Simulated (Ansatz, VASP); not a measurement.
One calculation of BP, two programs

```
CELL_PARAMETERS angstrom
0.00000 2.31350 2.31350
2.31350 0.00000 2.31350
2.31350 2.31350 0.00000
ATOMIC_POSITIONS crystal
P 0.75000 0.75000 0.75000
B 0.00000 0.00000 0.00000
```

Alike in both runs: task single point; functional b88 exchange, pbe correlation; k mesh 10 × 10 × 10; occupations fermi-dirac, width 0.05 eV; no spin polarisation.

|  | VASP | Ansatz |
| --- | --- | --- |
| version | VASP 6.6.1 | Ansatz 0.2.0 |
| potentials or method | VASP PAW PBE potentials, release 64 (P, B) | Ansatz PAW |
| plane-wave cutoff (eV) | 500 | 420 |
| valence electrons in the cell | 8 | 8 |

Ansatz gave:

```
gap on the k mesh at the Fermi level (eV) : 1.32
least direct gap on the mesh (eV)         : 3.34
pressure (GPa)                            : -7.2
```

Question: Estimate VASP's values.

Answer: gap on the k mesh at the Fermi level (eV): 1.32; least direct gap on the mesh (eV): 3.34; pressure (GPa): -7.4.

VASP's potentials were made for PBE, not for b88 exchange, pbe correlation.
